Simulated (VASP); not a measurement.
# TiO (P-62m) in VASP: further runs

Runs on TiO. Level: PBEsol. Tasks: single point.

All numbers are computed with VASP 6.6.1; they aren't measurements. Logs are shortened: lines on timing, memory, paths and dates and some standing lists are left out, and cuts for length are marked.

## (1) The cell of the first run

Symmetry: P-62m, No. 189, hexagonal system. Conventional cell: a = 4.989 Å, b = 4.989 Å, c = 2.873 Å, α = 90.00°, β = 90.00°, γ = 120.00°. Within 2.9 Å of Ti (site symmetry -6) lie 6 O at 2.10 Å and 5 Ti at 2.87 to 2.88 Å. Within 2.6 Å of Ti (site symmetry -62m) lie 3 O at 1.97 Å. Within 2.7 Å of O (site symmetry m2m) lie 5 Ti at 1.97 to 2.10 Å and 4 O at 2.66 Å.

## (2) Single point, PBEsol

INCAR

```
SYSTEM = TiO
PREC = Accurate
ENCUT = 520
EDIFF = 1E-6
ISMEAR = 0
SIGMA = 0.1
LREAL = .FALSE.
LASPH = .TRUE.
NELM = 100
ALGO = Normal
ISIF = 2
LWAVE = .FALSE.
LCHARG = .FALSE.
GGA = PS
NBANDS = 36
```

KPOINTS

```
Automatic mesh
0
G
  12 12 12
  0 0 0
```

POSCAR

```
TiO
1.0
    4.9890877720      0.0000000000      0.0000000000
   -2.4945438860      4.3206767523      0.0000000000
    0.0000000000      0.0000000000      2.8733134400
Ti O
3 3
Direct
    0.6666666667      0.3333333333      0.5000000000
    0.3333333333      0.6666666667      0.5000000000
    0.0000000000      0.0000000000      0.0000000000
    0.6055592400      0.6055592400      0.0000000000
    0.3944407600      0.0000000000      0.0000000000
    0.0000000000      0.3944407600      0.0000000000
```

Potentials or basis: VASP PAW PBE potentials, release 64 (Ti_sv, O).

On the command line:

```bash
$ cat potpaw_PBE.64/Ti_sv/POTCAR potpaw_PBE.64/O/POTCAR > POTCAR
$ mpirun -np 1 vasp_std > vasp.out
```

OUTCAR:

```text
SYSTEM = TiO
   PREC = Accurate
   ENCUT = 520
   EDIFF = 1E-6
   ISMEAR = 0
   LREAL = .FALSE.
   LASPH = .TRUE.
   NELM = 100
   ISIF = 2
   GGA = PS

 ion  position               nearest neighbor table
   1  0.667  0.333  0.500-   6 2.10   6 2.10   5 2.10   5 2.10   4 2.10   4 2.10   2 2.88   2 2.88
                             2 2.88
   2  0.333  0.667  0.500-   5 2.10   5 2.10   6 2.10   6 2.10   4 2.10   4 2.10   1 2.88   1 2.88
                             1 2.88
   3  0.000  0.000  0.000-   5 1.97   4 1.97   6 1.97
   4  0.606  0.606  0.000-   3 1.97   2 2.10   2 2.10   1 2.10   1 2.10
   5  0.394  0.000  0.000-   3 1.97   2 2.10   2 2.10   1 2.10   1 2.10
   6  0.000  0.394  0.000-   3 1.97   1 2.10   1 2.10   2 2.10   2 2.10

  LATTYP: Found a hexagonal cell.
 ALAT       =     4.9890877720
 C/A-ratio  =     0.5759196012

  Lattice vectors:

 A1 = (   4.9890877720,   0.0000000000,   0.0000000000)
 A2 = (  -2.4945438860,   4.3206767523,   0.0000000000)
 A3 = (   0.0000000000,   0.0000000000,   2.8733134400)

Analysis of symmetry for initial positions (statically):
=====================================================================
 Subroutine PRICEL returns:
 Original cell was already a primitive cell.

 Routine SETGRP: Setting up the symmetry group for a
 hexagonal supercell.

 Subroutine GETGRP returns: Found 12 space group operations
 (whereof 12 operations were pure point group operations)
 out of a pool of 24 trial point group operations.

The static configuration has the point symmetry D_3h.

Analysis of symmetry for dynamics (positions and initial velocities):
=====================================================================
 Subroutine PRICEL returns:
 Original cell was already a primitive cell.

 Routine SETGRP: Setting up the symmetry group for a
 hexagonal supercell.

 Subroutine GETGRP returns: Found 12 space group operations
 (whereof 12 operations were pure point group operations)
 out of a pool of 24 trial point group operations.

The dynamic configuration has the point symmetry D_3h.

 Subroutine INISYM returns: Found 12 space group operations
 (whereof 12 operations are pure point group operations),
 and found     1 'primitive' translations

----------------------------------------------------------------------------------------

                                     Primitive cell

  volume of cell :      61.9378

  direct lattice vectors                    reciprocal lattice vectors
     4.989087772  0.000000000  0.000000000     0.200437444  0.115722612  0.000000000
    -2.494543886  4.320676752  0.000000000     0.000000000  0.231445224  0.000000000
     0.000000000  0.000000000  2.873313440     0.000000000  0.000000000  0.348030252

  length of vectors
     4.989087772  4.989087772  2.873313440     0.231445224  0.231445224  0.348030252

  position of ions in fractional coordinates (direct lattice)
     0.666666667  0.333333333  0.500000000
     0.333333333  0.666666667  0.500000000
     0.000000000  0.000000000  0.000000000
     0.605559240  0.605559240  0.000000000
     0.394440760  0.000000000  0.000000000
     0.000000000  0.394440760  0.000000000

  ion indices of the primitive-cell ions
   primitive index   ion index
                 1           1
                 2           2
                 3           3
                 4           4
                 5           5
                 6           6

----------------------------------------------------------------------------------------

 KPOINTS: Automatic mesh

Automatic generation of k-mesh.
 Grid dimensions read from file:
 generate k-points for:   12   12   12

 Generating k-lattice:

  Cartesian coordinates                     Fractional coordinates (reciprocal lattice)
     0.016703120  0.009643551  0.000000000     0.083333333  0.000000000  0.000000000
     0.000000000  0.019287102  0.000000000     0.000000000  0.083333333  0.000000000
     0.000000000  0.000000000  0.029002521     0.000000000  0.000000000  0.083333333

  Length of vectors
     0.019287102  0.019287102  0.029002521

  Shift w.r.t. Gamma in fractional coordinates (k-lattice)
     0.000000000  0.000000000  0.000000000

 Subroutine IBZKPT returns following result:
 ===========================================

 Found    133 irreducible k-points:

 Following reciprocal coordinates:
            Coordinates               Weight
  0.000000  0.000000  0.000000      1.000000
  0.083333  0.000000  0.000000      6.000000
  0.166667  0.000000  0.000000      6.000000
  0.250000  0.000000  0.000000      6.000000
  0.333333  0.000000  0.000000      6.000000
  0.416667  0.000000  0.000000      6.000000
[... 16 lines left out ...]
  0.250000  0.000000  0.083333     12.000000
  0.333333  0.000000  0.083333     12.000000
 [... further k-points ...]
   k-points           NKPTS =    133   k-points in BZ     NKDIM =    133   number of bands    NBANDS=     36
   number of dos      NEDOS =    301   number of ions     NIONS =      6
   total plane-waves  NPLWV =  38400
   dimension x,y,z NGX =    40 NGY =   40 NGZ =   24
   dimension x,y,z NGXF=    80 NGYF=   80 NGZF=   48
   ions per type =               3   3
   NGX,Y,Z   is equivalent  to a cutoff of  13.33, 13.33, 13.89 a.u.
   NGXF,Y,Z  is equivalent  to a cutoff of  26.66, 26.66, 27.77 a.u.
 SYSTEM =  TiO
   PREC   = accura    normal or accurate (medium, high low for compatibility)
   ISTART =      0    job   : 0-new  1-cont  2-samecut
   ICHARG =      2    charge: 1-file 2-atom 10-const
   ISPIN  =      1    spin polarized calculation?
   LNONCOLLINEAR =      F non collinear calculations
   LSORBIT =      F    spin-orbit coupling
   LASPH  =      T    aspherical Exc in radial PAW
   ENCUT  =  520.0 eV  38.22 Ry    6.18 a.u.   9.28  9.28  5.34*2*pi/ulx,y,z
   NELM   =    100;   NELMIN=  2; NELMDL= -5     # of ELM steps
   EDIFF  = 0.1E-05   stopping-criterion for ELM
   LREAL  =      F    real-space projection
   EDIFFG = 0.1E-04   stopping-criterion for IOM
   NSW    =      0    number of steps for IOM
   IBRION =     -1    ionic relax: 0-MD 1-quasi-New 2-CG
   NFREE  =      0    steps in history (QN), initial steepest desc. (CG)
   ISIF   =      2    stress and relaxation
   ISYM   =      2    0-nonsym 1-usesym 2-fastsym
   POTIM  = 0.5000    time-step for ionic-motion
   TEBEG  =    0.0;   TEEND  =   0.0 temperature during run
   PSTRESS=    0.0 pullay stress
   NELECT =      54.0000    total number of electrons
   NUPDOWN=      -1.0000    fix difference up-down
   EMIN   =  10.00;   EMAX   =-10.00  energy-range for DOS
   EFERMI =   0.00;   METHOD = LEGACY
   ISMEAR =     0;   SIGMA  =   0.10  broadening in eV -4-tet -1-fermi 0-gaus
   EFERMI_NEDOS =   21; number of points for ismear=-14 and -15
   IALGO  =     38    algorithm
   IMIX   =      4    mixing-type and parameters
     AMIX     =   0.40;   BMIX     =  1.00
     AMIX_MAG =   1.60;   BMIX_MAG =  1.00
  volume/ion in A,a.u.               =      10.32        69.66
  Fermi-wavevector in a.u.,A,eV,Ry     =   1.563942  2.955423 33.278709  2.445916
  Thomas-Fermi vector in A             =   2.666639
   LORBIT       =      0    0 simple, 1 ext, 2 COOP (PROOUT), +10 PAW based schemes
   GGA     = PS    functional components
   LHFCALC =     F    Hartree Fock is set to
   AEXX    =    0.0000 exact exchange contribution
   IVDW    =     0    specifies the selected vdW correction
   LEPSILON=     F    determine dielectric tensor
   LRPA    =     F    only Hartree local field effects (RPA)
 non-spin polarized calculation
 Gauss-broadening in eV      SIGMA  =   0.10
  energy-cutoff  :      520.00
  volume of cell :       61.94
 maximum number of plane-waves:      1691
 NGX is ok and might be reduce to    40
   NGX = 19   NGY = 19   NGZ = 11

 number of electron      54.0000004 magnetization

 Free energy of the ion-electron system (eV)
  ---------------------------------------------------
  ext. energy  EPLUGINS =         0.00000000
  ---------------------------------------------------
  free energy    TOTEN  =       -56.84868173 eV

  energy without entropy =      -56.84495202  energy(sigma->0) =      -56.84681687

 E-fermi :  10.5850     XC(G=0): -12.6928

 val. band max:       10.5608136064   @ k =   0.1667   0.0833   0.4167
 cond. band min:      10.5961263825   @ k =   0.1667   0.0000   0.1667
 fundamental gap:      0.0353127761
 Fermi energy:        10.5849547946

 k-point     1 :       0.0000    0.0000    0.0000
  band No.  band energies     occupation
      1     -47.5092      2.00000
      2     -47.4277      2.00000
      3     -46.9590      2.00000
      4     -24.0756      2.00000
      5     -24.0756      2.00000
      6     -23.7788      2.00000
[... 28 lines left out ...]
     35      12.2848      0.00000
     36      12.4703      0.00000

 k-point     2 :       0.0833    0.0000    0.0000
  band No.  band energies     occupation
      1     -47.5079      2.00000
      2     -47.4289      2.00000
      3     -46.9591      2.00000
      4     -24.0814      2.00000
      5     -24.0753      2.00000
      6     -23.7716      2.00000
[... 28 lines left out ...]
     35      12.3039      0.00000
     36      12.5674      0.00000

 k-point     3 :       0.1667    0.0000    0.0000
  band No.  band energies     occupation
      1     -47.5042      2.00000
      2     -47.4325      2.00000
      3     -46.9594      2.00000
      4     -24.0962      2.00000
      5     -24.0713      2.00000
      6     -23.7633      2.00000
[... 28 lines left out ...]
     35      12.3587      0.00000
     36      12.8333      0.00000

 k-point     4 :       0.2500    0.0000    0.0000
  band No.  band energies     occupation
      1     -47.4984      2.00000
      2     -47.4379      2.00000
      3     -46.9598      2.00000
      4     -24.1145      2.00000
      5     -24.0577      2.00000
      6     -23.7569      2.00000
[... 28 lines left out ...]
     35      12.4411      0.00000
     36      12.8768      0.00000

 k-point     5 :       0.3333    0.0000    0.0000
  band No.  band energies     occupation
      1     -47.4913      2.00000
      2     -47.4447      2.00000
      3     -46.9602      2.00000
      4     -24.1311      2.00000
      5     -24.0318      2.00000
      6     -23.7717      2.00000
[... 655 lines left out ...]
 k-point    22 :       0.1667    0.0000    0.0833
  band No.  band energies     occupation
      1     -47.5001      2.00000
      2     -47.4289      2.00000
      3     -46.9564      2.00000
      4     -24.0859      2.00000
      5     -24.0614      2.00000
      6     -23.8077      2.00000
[... 28 lines left out ...]
     35      12.2829      0.00000
     36      12.9587      0.00000

 k-point    23 :       0.2500    0.0000    0.0833
  band No.  band energies     occupation
      1     -47.4944      2.00000
      2     -47.4343      2.00000
      3     -46.9568      2.00000
      4     -24.1037      2.00000
      5     -24.0482      2.00000
      6     -23.8028      2.00000
[... 28 lines left out ...]
     35      12.3684      0.00000
     36      12.8210      0.00000

 k-point    24 :       0.3333    0.0000    0.0833
  band No.  band energies     occupation
      1     -47.4874      2.00000
      2     -47.4410      2.00000
      3     -46.9572      2.00000
      4     -24.1197      2.00000
      5     -24.0233      2.00000
      6     -23.8015      2.00000
[... 28 lines left out ...]
     35      12.4585      0.00000
     36      12.6818      0.00000

 [... further k-points ...]

------------------------ aborting loop because EDIFF is reached ----------------------------------------

  FORCE on cell =-STRESS in cart. coord.  units (eV):
  Direction    XX          YY          ZZ          XY          YZ          ZX
  --------------------------------------------------------------------------------------
  -------------------------------------------------------------------------------------
  Total       -1.6813226     -1.6813226     -2.4769071      0.0000000      0.0000000      0.0000000
  in kB      -43.4916317    -43.4916317    -64.0714238      0.0000000      0.0000000      0.0000000
  external PRESSURE =     -50.3515624 kB  Pullay stress =       0.0000000 kB

 VOLUME and BASIS-vectors are now :
 -----------------------------------------------------------------------------
  energy-cutoff  :      520.00
  volume of cell :       61.94
      direct lattice vectors                 reciprocal lattice vectors
     4.989087772  0.000000000  0.000000000     0.200437444  0.115722612  0.000000000
    -2.494543886  4.320676752  0.000000000     0.000000000  0.231445224  0.000000000
     0.000000000  0.000000000  2.873313440     0.000000000  0.000000000  0.348030252

 POSITION                                       TOTAL-FORCE (eV/Angst)
 -----------------------------------------------------------------------------------
      2.49454      1.44023      1.43666        -0.000000      0.000000      0.000000
     -0.00000      2.88045      1.43666         0.000000      0.000000      0.000000
      0.00000      0.00000      0.00000        -0.000000      0.000000      0.000000
      1.51059      2.61643      0.00000         0.009127      0.015809      0.000000
      1.96790      0.00000      0.00000        -0.018255      0.000000      0.000000
     -0.98395      1.70425      0.00000         0.009127     -0.015809     -0.000000
 -----------------------------------------------------------------------------------
    total drift:                               -0.000001     -0.000002      0.000001

  FREE ENERGIE OF THE ION-ELECTRON SYSTEM (eV)
  ---------------------------------------------------
  free  energy   TOTEN  =       -56.8486817254 eV

  energy  without entropy=      -56.8449520198  energy(sigma->0) =      -56.84681687
```

Wall time 3.6 min (1 thread of AMD EPYC 9R45 (Zen 5), shared host); peak memory 0.32 GiB.

What came out:

```yaml
Free_energy: -56.8487 eV
Pressure: -5.0 GPa
Largest_force: 0.018 eV/Å
Band_gap_on_the_k_mesh: zero (bands 27 and 28 overlap by 1.41 eV)
```

Forces on the atoms (eV/Å):
```
Ti   0.000  0.000  0.000
Ti   0.000  0.000  0.000
Ti   0.000  0.000  0.000
O    0.009  0.016  0.000
O   -0.018  0.000  0.000
O    0.009 -0.016  0.000
```

Caveat: the cell stands under tension; the PAW data sets were made with another functional, which shifts forces and pressure a little; semilocal functionals often make such compounds metallic where correlation or magnetic order opens a gap, which also shifts bond lengths.

(Part 1 of 3 ends here.)
